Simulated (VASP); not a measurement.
# YPtC4N4 (P4/mmm) in VASP: a series of runs

Runs on YPtC4N4. Level: PBE. Tasks: single point, relaxation of cell and atoms.

Program: VASP 6.6.1. These are calculated values, not measurements. Logs are shortened: lines on timing, memory, paths and dates and some standing lists are left out, and cuts for length are marked.

**1. The cell of the first run**

The structure is tetragonal, space group P4/mmm (No. 123). Conventional cell: a = 7.724 Å, b = 7.724 Å, c = 3.771 Å, α = 90.00°, β = 90.00°, γ = 90.00°. Within 3.1 Å of Y (site symmetry 4/mmm) lie 4 N at 2.32 Å. Within 2.6 Å of Pt (site symmetry 4/mmm) lie 4 C at 1.97 Å. Within 1.6 Å of C (site symmetry m2m) lie 1 N at 1.17 Å. Within 1.6 Å of N (site symmetry m2m) lie 1 C at 1.17 Å.

**2. Single point, PBE**

INCAR

```
PREC     = Accurate       # precision mode
ENCUT    = 520            # plane-wave cutoff, eV
EDIFF    = 1E-7           # SCF threshold, eV
ISMEAR   = 0              # smearing method
SIGMA    = 0.1            # smearing width, eV
LREAL    = F              # projectors in reciprocal space
LASPH    = T              # aspherical terms in the spheres
NELM     = 80             # most SCF steps
ALGO     = Normal         # electronic algorithm
ISIF     = 2              # what is computed and relaxed
LWAVE    = F              # write WAVECAR
LCHARG   = F              # write CHGCAR
GGA      = PE             # functional
NBANDS   = 40             # bands
```

KPOINTS

```
Automatic mesh
0
Gamma
  2 2 4
```

POSCAR

```
YPtC4N4
1.0
    7.7244014472      0.0000000000      0.0000000000
    0.0000000000      7.7244014472      0.0000000000
    0.0000000000      0.0000000000      3.7706803795
Y Pt C N
1 1 4 4
Direct
    0.5000000000      0.5000000000      0.0000000000
    0.0000000000      0.0000000000      0.0000000000
    0.1804431158      0.8195568842      0.0000000000
    0.8195568842      0.1804431158      0.0000000000
    0.1804431158      0.1804431158      0.0000000000
    0.8195568842      0.8195568842      0.0000000000
    0.2878206966      0.7121793034      0.0000000000
    0.7121793034      0.2878206966      0.0000000000
    0.2878206966      0.2878206966      0.0000000000
    0.7121793034      0.7121793034      0.0000000000
```

Potentials or basis: VASP PAW PBE potentials, release 64 (Y_sv, Pt, C, N).

Started as:

```console
$ cat potpaw_PBE.64/Y_sv/POTCAR potpaw_PBE.64/Pt/POTCAR potpaw_PBE.64/C/POTCAR potpaw_PBE.64/N/POTCAR > POTCAR
$ mpirun -np 1 vasp_std > vasp.out
```

OUTCAR:

```text
PREC = Accurate
   ENCUT = 520
   EDIFF = 1E-7
   ISMEAR = 0
   LREAL = F
   LASPH = T
   NELM = 80
   ISIF = 2
   GGA = PE

 ion  position               nearest neighbor table
   1  0.500  0.500  0.000-   7 2.32   8 2.32   9 2.32  10 2.32
   2  0.000  0.000  0.000-   3 1.97   4 1.97   5 1.97   6 1.97
   3  0.180  0.820  0.000-   7 1.17   2 1.97
   4  0.820  0.180  0.000-   8 1.17   2 1.97
   5  0.180  0.180  0.000-   9 1.17   2 1.97
   6  0.820  0.820  0.000-  10 1.17   2 1.97
   7  0.288  0.712  0.000-   3 1.17   1 2.32
   8  0.712  0.288  0.000-   4 1.17   1 2.32
   9  0.288  0.288  0.000-   5 1.17   1 2.32
  10  0.712  0.712  0.000-   6 1.17   1 2.32

  LATTYP: Found a simple tetragonal cell.
 ALAT       =     7.7244014472
 C/A-ratio  =     0.4881517882

  Lattice vectors:

 A1 = (   7.7244014472,   0.0000000000,   0.0000000000)
 A2 = (   0.0000000000,   7.7244014472,   0.0000000000)
 A3 = (   0.0000000000,   0.0000000000,   3.7706803795)

Analysis of symmetry for initial positions (statically):
=====================================================================
 Subroutine PRICEL returns:
 Original cell was already a primitive cell.

 Routine SETGRP: Setting up the symmetry group for a
 simple tetragonal supercell.

 Subroutine GETGRP returns: Found 16 space group operations
 (whereof 16 operations were pure point group operations)
 out of a pool of 16 trial point group operations.

The static configuration has the point symmetry D_4h.

Analysis of symmetry for dynamics (positions and initial velocities):
=====================================================================
 Subroutine PRICEL returns:
 Original cell was already a primitive cell.

 Routine SETGRP: Setting up the symmetry group for a
 simple tetragonal supercell.

 Subroutine GETGRP returns: Found 16 space group operations
 (whereof 16 operations were pure point group operations)
 out of a pool of 16 trial point group operations.

The dynamic configuration has the point symmetry D_4h.

 Subroutine INISYM returns: Found 16 space group operations
 (whereof 16 operations are pure point group operations),
 and found     1 'primitive' translations

----------------------------------------------------------------------------------------

                                     Primitive cell

  volume of cell :     224.9828

  direct lattice vectors                    reciprocal lattice vectors
     7.724401447  0.000000000  0.000000000     0.129459869  0.000000000  0.000000000
     0.000000000  7.724401447  0.000000000     0.000000000  0.129459869  0.000000000
     0.000000000  0.000000000  3.770680379     0.000000000  0.000000000  0.265204127

  length of vectors
     7.724401447  7.724401447  3.770680379     0.129459869  0.129459869  0.265204127

  position of ions in fractional coordinates (direct lattice)
     0.500000000  0.500000000  0.000000000
     0.000000000  0.000000000  0.000000000
     0.180443116  0.819556884  0.000000000
     0.819556884  0.180443116  0.000000000
     0.180443116  0.180443116  0.000000000
     0.819556884  0.819556884  0.000000000
     0.287820697  0.712179303  0.000000000
     0.712179303  0.287820697  0.000000000
     0.287820697  0.287820697  0.000000000
     0.712179303  0.712179303  0.000000000

  ion indices of the primitive-cell ions
   primitive index   ion index
                 1           1
                 2           2
                 3           3
                 4           4
                 5           5
                 6           6
                 7           7
                 8           8
                 9           9
                10          10

----------------------------------------------------------------------------------------

 KPOINTS: Automatic mesh

Automatic generation of k-mesh.
 Grid dimensions read from file:
 generate k-points for:    2    2    4

 Generating k-lattice:

  Cartesian coordinates                     Fractional coordinates (reciprocal lattice)
     0.064729935  0.000000000  0.000000000     0.500000000  0.000000000  0.000000000
     0.000000000  0.064729935  0.000000000     0.000000000  0.500000000  0.000000000
     0.000000000  0.000000000  0.066301032     0.000000000  0.000000000  0.250000000

  Length of vectors
     0.064729935  0.064729935  0.066301032

  Shift w.r.t. Gamma in fractional coordinates (k-lattice)
     0.000000000  0.000000000  0.000000000

 Subroutine IBZKPT returns following result:
 ===========================================

 Found      9 irreducible k-points:

 Following reciprocal coordinates:
            Coordinates               Weight
  0.000000  0.000000  0.000000      1.000000
  0.500000  0.000000  0.000000      2.000000
  0.500000  0.500000  0.000000      1.000000
  0.000000  0.000000  0.250000      2.000000
  0.500000  0.000000  0.250000      4.000000
  0.500000  0.500000  0.250000      2.000000
  0.000000  0.000000  0.500000      1.000000
[... 78 lines left out ...]
      1     -42.8221      2.00000
      2     -22.8850      2.00000
      3     -22.8850      2.00000
      4     -22.7902      2.00000
      5     -18.3032      2.00000
      6     -18.1869      2.00000
[... 32 lines left out ...]
     39       5.6225      0.00000
     40       5.6531      0.00000

 k-point     2 :       0.5000    0.0000    0.0000
  band No.  band energies     occupation
      1     -42.8221      2.00000
      2     -22.8851      2.00000
      3     -22.8849      2.00000
      4     -22.7902      2.00000
      5     -18.2433      2.00000
      6     -18.2050      2.00000
[... 32 lines left out ...]
     39       4.9596      0.00000
     40       5.2237      0.00000

 k-point     3 :       0.5000    0.5000    0.0000
  band No.  band energies     occupation
      1     -42.8221      2.00000
      2     -22.8850      2.00000
      3     -22.8850      2.00000
      4     -22.7902      2.00000
      5     -18.2652      2.00000
      6     -18.2246      2.00000
[... 32 lines left out ...]
     39       5.0931      0.00000
     40       5.0931      0.00000

 k-point     4 :       0.0000    0.0000    0.2500
  band No.  band energies     occupation
      1     -42.8166      2.00000
      2     -22.8781      2.00000
      3     -22.8759      2.00000
      4     -22.8759      2.00000
      5     -18.2766      2.00000
      6     -18.1646      2.00000
[... 32 lines left out ...]
     39       5.6725      0.00000
     40       5.6749      0.00000

 k-point     5 :       0.5000    0.0000    0.2500
  band No.  band energies     occupation
      1     -42.8166      2.00000
      2     -22.8781      2.00000
      3     -22.8760      2.00000
      4     -22.8758      2.00000
      5     -18.2186      2.00000
      6     -18.1820      2.00000
[... 32 lines left out ...]
     39       5.0407      0.00000
     40       5.4088      0.00000

 k-point     6 :       0.5000    0.5000    0.2500
  band No.  band energies     occupation
      1     -42.8166      2.00000
      2     -22.8781      2.00000
      3     -22.8759      2.00000
      4     -22.8759      2.00000
      5     -18.2402      2.00000
      6     -18.2007      2.00000
[... 32 lines left out ...]
     39       5.3896      0.00000
     40       5.3896      0.00000

 k-point     7 :       0.0000    0.0000    0.5000
  band No.  band energies     occupation
      1     -42.8111      2.00000
      2     -22.9642      2.00000
      3     -22.8668      2.00000
      4     -22.8668      2.00000
      5     -18.2497      2.00000
      6     -18.1421      2.00000
[... 32 lines left out ...]
     39       5.3696      0.00000
     40       5.3696      0.00000

 k-point     8 :       0.5000    0.0000    0.5000
  band No.  band energies     occupation
      1     -42.8111      2.00000
      2     -22.9642      2.00000
      3     -22.8669      2.00000
      4     -22.8667      2.00000
      5     -18.1934      2.00000
      6     -18.1586      2.00000
[... 32 lines left out ...]
     39       5.1352      0.00000
     40       5.3666      0.00000

 k-point     9 :       0.5000    0.5000    0.5000
  band No.  band energies     occupation
      1     -42.8111      2.00000
      2     -22.9642      2.00000
      3     -22.8668      2.00000
      4     -22.8668      2.00000
      5     -18.2151      2.00000
      6     -18.1767      2.00000
[... 32 lines left out ...]
     39       5.2587      0.00000
     40       5.3466      0.00000

------------------------ aborting loop because EDIFF is reached ----------------------------------------

  FORCE on cell =-STRESS in cart. coord.  units (eV):
  Direction    XX          YY          ZZ          XY          YZ          ZX
  --------------------------------------------------------------------------------------
  -------------------------------------------------------------------------------------
  Total        0.5996308      0.5996308     -0.3533379      0.0000000      0.0000000      0.0000000
  in kB        4.2701693      4.2701693     -2.5162362      0.0000000      0.0000000      0.0000000
  external PRESSURE =       2.0080342 kB  Pullay stress =       0.0000000 kB

 VOLUME and BASIS-vectors are now :
 -----------------------------------------------------------------------------
  energy-cutoff  :      520.00
  volume of cell :      224.98
      direct lattice vectors                 reciprocal lattice vectors
     7.724401447  0.000000000  0.000000000     0.129459869  0.000000000  0.000000000
     0.000000000  7.724401447  0.000000000     0.000000000  0.129459869  0.000000000
     0.000000000  0.000000000  3.770680379     0.000000000  0.000000000  0.265204127

 POSITION                                       TOTAL-FORCE (eV/Angst)
 -----------------------------------------------------------------------------------
      3.86220      3.86220      0.00000         0.000000     -0.000000      0.000000
      0.00000      0.00000      0.00000         0.000000     -0.000000      0.000000
      1.39382      6.33059      0.00000        -0.289509      0.289509     -0.000000
      6.33059      1.39382      0.00000         0.289509     -0.289509      0.000000
      1.39382      1.39382      0.00000        -0.289509     -0.289509      0.000000
      6.33059      6.33059      0.00000         0.289509      0.289509     -0.000000
      2.22324      5.50116      0.00000         0.244286     -0.244286      0.000000
      5.50116      2.22324      0.00000        -0.244286      0.244286     -0.000000
      2.22324      2.22324      0.00000         0.244286      0.244286      0.000000
      5.50116      5.50116      0.00000        -0.244286     -0.244286      0.000000
 -----------------------------------------------------------------------------------
    total drift:                                0.000000      0.000000     -0.000000

  FREE ENERGIE OF THE ION-ELECTRON SYSTEM (eV)
  ---------------------------------------------------
  free  energy   TOTEN  =       -83.5949464005 eV

  energy  without entropy=      -83.5835627370  energy(sigma->0) =      -83.58925457
```

It took 2 min on 1 thread of Intel Xeon Platinum 8488C (Sapphire Rapids), shared host; peak memory 0.35 GiB.

What came out:

* Free energy: -83.5949 eV
* Pressure: 0.2 GPa
* Largest force: 0.409 eV/Å
* Band gap on the k mesh: zero (an odd number of electrons rules out a gap without spin polarisation)

Forces in eV/Å, atoms in the order of the input:
```
Y    0.000  0.000  0.000
Pt   0.000  0.000  0.000
C   -0.290  0.290  0.000
C    0.290 -0.290  0.000
C   -0.290 -0.290  0.000
C    0.290  0.290  0.000
N    0.244 -0.244  0.000
N   -0.244  0.244  0.000
N    0.244  0.244  0.000
N   -0.244 -0.244  0.000
```

Caveat: the k points lie up to 0.42 Å⁻¹ apart, too coarse for converged energies and pressures of a metal; spin-orbit coupling is left out, which moves the levels of the heavy elements.

**3. Relaxation of cell and atoms, PBE**

This run uses another cell than the first one, of 24.07 Å³/atom.

INCAR

```
SYSTEM = YPtC4N4
PREC = Accurate ; ENCUT = 600
EDIFF = 1E-7 ; ISMEAR = 0
SIGMA = 0.1 ; LREAL = .False.
LASPH = .True. ; NELM = 100
ALGO = Normal ; ISIF = 3
LWAVE = .False. ; LCHARG = .False.
GGA = PE ; IBRION = 2
NSW = 90 ; EDIFFG = -0.04
```

KPOINTS

```
Automatic mesh
0
Gamma
  2 2 4
  0 0 0
```

POSCAR

```
YPtC4N4
1.0
    7.4910892400      0.0000000000      0.0000000000
    0.0000000000      7.4910892400      0.0000000000
    0.0000000000      0.0000000000      4.2893071600
Y Pt C N
1 1 4 4
Direct
    0.5000000000      0.5000000000      0.0000000000
    0.0000000000      0.0000000000      0.0000000000
    0.1809514800      0.8190485200      0.0000000000
    0.8190485200      0.1809514800      0.0000000000
    0.1809514800      0.1809514800      0.0000000000
    0.8190485200      0.8190485200      0.0000000000
    0.2913913500      0.7086086500      0.0000000000
    0.7086086500      0.2913913500      0.0000000000
    0.2913913500      0.2913913500      0.0000000000
    0.7086086500      0.7086086500      0.0000000000
```

Potentials or basis: VASP PAW PBE potentials, release 64 (Y_sv, Pt, C, N).

Started as:

```console
$ cat potpaw_PBE.64/Y_sv/POTCAR potpaw_PBE.64/Pt/POTCAR potpaw_PBE.64/C/POTCAR potpaw_PBE.64/N/POTCAR > POTCAR
$ mpirun -np 1 vasp_std > vasp.out
```

Run time: 30 min. Hardware: 1 thread of Intel Xeon Platinum 8488C (Sapphire Rapids), shared host; peak memory 0.42 GiB.

It converged, with:

| Property | Result |
| --- | --- |
| Free energy | -83.6248 eV |
| Relaxed volume | 22.11 Å³/atom |
| Relaxed cell | a = 7.720 Å, b = 7.720 Å, c = 3.710 Å, α = 90.00°, β = 90.00°, γ = 90.00° |
| Space group after relaxing (to 0.1 Å) | P4/mmm (No. 123) |
| Energy gained by relaxing | 57.2 meV/atom |
| Ionic steps | 32 |
| Pressure after relaxing | 0.0 GPa |
| Band gap on the k mesh | zero (an odd number of electrons rules out a gap without spin polarisation) |

Stress tensor (GPa, compression positive):
```
 0.05  0.00  0.00
 0.00  0.05  0.00
 0.00  0.00 -0.05
```

The path:
| step | energy change (eV) | largest force (eV/Å) | pressure (GPa) | volume (Å³) |
| --- | --- | --- | --- | --- |
| 1 | 0.0000 | 0.3111 | 5.43 | 240.70 |
| 2 | 0.1980 | 3.3881 | -7.25 | 269.82 |
| 3 | -0.3438 | 1.5958 | -1.08 | 253.03 |
| 4 | 1.9225 | 14.0092 | 7.97 | 259.23 |
| 5 | -0.3818 | 0.6628 | -0.23 | 253.81 |
| 6 | -0.3824 | 0.4945 | -0.32 | 253.72 |
| 7 | -0.4213 | 0.1866 | -0.51 | 253.00 |
| 8 | -0.4383 | 0.1886 | -0.68 | 252.13 |
| 9 | -0.4234 | 1.4380 | 0.94 | 248.24 |
| 10 | -0.4422 | 0.4139 | -0.19 | 250.90 |
| 11 | -0.4491 | 0.4100 | -0.11 | 249.58 |
| 12 | -0.4675 | 0.3994 | 0.15 | 245.64 |
| 13 | -0.4924 | 0.3810 | 0.70 | 237.83 |
| 14 | -0.4824 | 0.7412 | 2.08 | 222.41 |
| 15 | -0.4990 | 0.3726 | 1.11 | 232.79 |
| 16 | -0.5133 | 0.5204 | 0.78 | 231.37 |
| 17 | -0.5381 | 1.0016 | -0.20 | 227.06 |
| 18 | -0.5549 | 0.5269 | -0.05 | 225.62 |
| 19 | -0.5633 | 0.4204 | 0.20 | 223.58 |
| 20 | -0.5661 | 0.3100 | -0.03 | 222.85 |
| 21 | -0.5671 | 0.1594 | -0.36 | 221.84 |
| 22 | -0.5672 | 0.1890 | -0.30 | 222.04 |
| 23 | -0.5683 | 0.0770 | -0.33 | 221.93 |
| 24 | -0.5687 | 0.2043 | -0.36 | 221.80 |
| 25 | -0.5694 | 0.1719 | -0.25 | 221.65 |
| 26 | -0.5704 | 0.0769 | 0.08 | 221.18 |
| 27 | -0.5704 | 0.0828 | 0.10 | 221.15 |
| 28 | -0.5707 | 0.0698 | 0.10 | 221.15 |
| 29 | -0.5713 | 0.0642 | 0.06 | 221.14 |
| 30 | -0.5717 | 0.0584 | -0.02 | 221.12 |
| 31 | -0.5716 | 0.1010 | 0.10 | 221.08 |
| 32 | -0.5718 | 0.0015 | 0.02 | 221.10 |

Final structure:
```xyz
10
Lattice="7.7200 0.0000 0.0000 0.0000 7.7200 0.0000 0.0000 0.0000 3.7099" Properties=species:S:1:pos:R:3 pbc="T T T"
Y     3.8600    3.8600    0.0000
Pt    0.0000    0.0000    0.0000
C     1.3912    6.3288    0.0000
C     6.3288    1.3912    0.0000
C     1.3912    1.3912    0.0000
C     6.3288    6.3288    0.0000
N     2.2228    5.4972    0.0000
N     5.4972    2.2228    0.0000
N     2.2228    2.2228    0.0000
N     5.4972    5.4972    0.0000
```

Levels at points of the mesh, in eV from the Fermi level:
| k point | band 25 | band 26 | band 27 | band 28 | band 29 | band 30 | band 31 | band 32 | band 33 | band 34 |
| --- | --- | --- | --- | --- | --- | --- | --- | --- | --- | --- |
| (0.00, 0.00, 0.00) | -4.11 | -3.83 | -3.29 | -3.29 | -1.11 | 1.38 | 2.34 | 2.47 | 2.47 | 2.74 |
| (0.50, 0.00, 0.00) | -3.83 | -3.71 | -3.26 | -3.20 | -1.10 | 0.99 | 1.61 | 2.21 | 2.93 | 3.19 |
| (0.50, 0.50, 0.00) | -3.83 | -3.49 | -3.29 | -3.29 | -1.11 | 1.56 | 2.48 | 2.48 | 2.52 | 2.77 |
| (0.00, 0.00, 0.50) | -4.01 | -3.74 | -3.74 | -2.08 | -0.11 | 0.86 | 0.86 | 1.64 | 3.00 | 3.08 |
| (0.50, 0.00, 0.50) | -3.71 | -3.64 | -3.57 | -2.07 | -0.46 | 0.59 | 1.25 | 1.93 | 2.17 | 3.44 |
| (0.50, 0.50, 0.50) | -3.74 | -3.74 | -3.44 | -2.08 | 0.36 | 0.88 | 0.88 | 1.55 | 1.81 | 3.01 |

Caveat: the k points lie up to 0.42 Å⁻¹ apart in the final cell, too coarse for converged energies and pressures of a metal; spin-orbit coupling is left out, which moves the levels of the heavy elements.
